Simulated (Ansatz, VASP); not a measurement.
**BP in VASP and in Ansatz**

File INCAR:

```
SYSTEM = BP
PREC = Accurate ; ENCUT = 520
EDIFF = 1E-8 ; ISMEAR = -1
SIGMA = 0.02 ; LREAL = .FALSE.
LASPH = .TRUE. ; NELM = 80
ALGO = Normal ; ISIF = 2
LWAVE = .FALSE. ; LCHARG = .FALSE.
GGA = PE ; LEFG = .TRUE.
NBANDS = 11
```

File KPOINTS:

```
regular mesh
0
G
  16 16 16
  0 0 0
```

Contents of POSCAR:

```
BP
1.0
    0.0000000000      2.2690000000      2.2690000000
    2.2690000000      0.0000000000      2.2690000000
    2.2690000000      2.2690000000      0.0000000000
B P
1 1
Direct
    0.0000000000      0.0000000000      0.0000000000
    0.2500000000      0.2500000000      0.2500000000
```

Input for Ansatz:

```yaml
crystal:
  lattice:
    - [0.0, 2.269, 2.269]
    - [2.269, 0.0, 2.269]
    - [2.269, 2.269, 0.0]
  atoms:
    - { symbol: B, position: [0.0, 0.0, 0.0] }
    - { symbol: P, position: [0.25, 0.25, 0.25] }
kpoints:
  mp_grid: { grid: [16, 16, 16] }
scf:
  occupations: { method: fermi_dirac, width: 0.02 }
hamiltonian:
  xc: pbe
  pseudopotentials: { kind: paw }
output:
  forces: true
  stress: true
  populations: true
  efg: { quadrupole_moments_barn: { B: 0.04059 }, contact_densities: true }
```

Alike in both runs: task electric field gradients; functional PBE; k mesh 16 × 16 × 16; occupations fermi-dirac, width 0.02 eV; no spin polarisation.

```csv
,VASP,Ansatz
version,VASP 6.6.1,Ansatz 0.2.0
potentials or method,"VASP PAW PBE potentials, release 64 (B, P)","plane-wave PAW, scalar-relativistic"
plane-wave cutoff (eV),520,420
valence electrons in the cell,8,8
```

|  | VASP | Ansatz | Ansatz less VASP |
| --- | --- | --- | --- |
| gap on the k mesh at the Fermi level (eV) | 1.25 | 1.25 | +0.004 |
| pressure (GPa) | 0.9 | 1.1 | +0.23 |

With one functional, cell and mesh, what is left measures potentials, basis and numerics.
